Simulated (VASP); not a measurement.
Pd, 3 atoms in the cell. It takes space group P6/mmm (No. 191, hexagonal). The conventional cell has a = 4.412 Å, b = 4.412 Å, c = 2.735 Å, α = 90.00°, β = 90.00°, γ = 120.00°. Pd (site symmetry 6/mmm) has 14 Pd at 2.74 to 2.89 Å within 3.6 Å. Within 3.4 Å of Pd (site symmetry -6m2) lie 11 Pd at 2.55 to 2.89 Å. This isn't the form of Pd at room conditions, which is fcc.

| Property | Result |
| --- | --- |
| Program | VASP 6.6.1 |
| Task | relaxation of cell and atoms |
| Functional | PBE |
| Potentials or basis | VASP PAW PBE potentials, release 64 (Pd) |
| Cutoff | 600 eV |
| k mesh | 9 × 9 × 12 |
| Occupations | fermi-dirac, width 0.1 eV |
| Spin | no spin polarisation |
| Dipole correction | no |
| Further INCAR settings | ALGO = Normal; EDIFF = 1e-07; IBRION = 2; EDIFFG = -0.005; NSW = 60; ISIF = 3 |

Potentials or basis: VASP PAW PBE potentials, release 64 (Pd).

Command:

```bash
$ cat potpaw_PBE.64/Pd/POTCAR > POTCAR
$ mpirun -np 1 vasp_std > vasp.out
```

Hardware: 1 thread of Intel(R) Xeon(R) 6975P-C (Granite Rapids), with other jobs on the host.

Question: Estimate the wall time of this run.

Answer: Wall time 3.4 min on 1 thread of Intel(R) Xeon(R) 6975P-C (Granite Rapids) (shared host), peak memory 0.23 GiB. Counts: scf iterations 89, k points 84, ion steps 10.
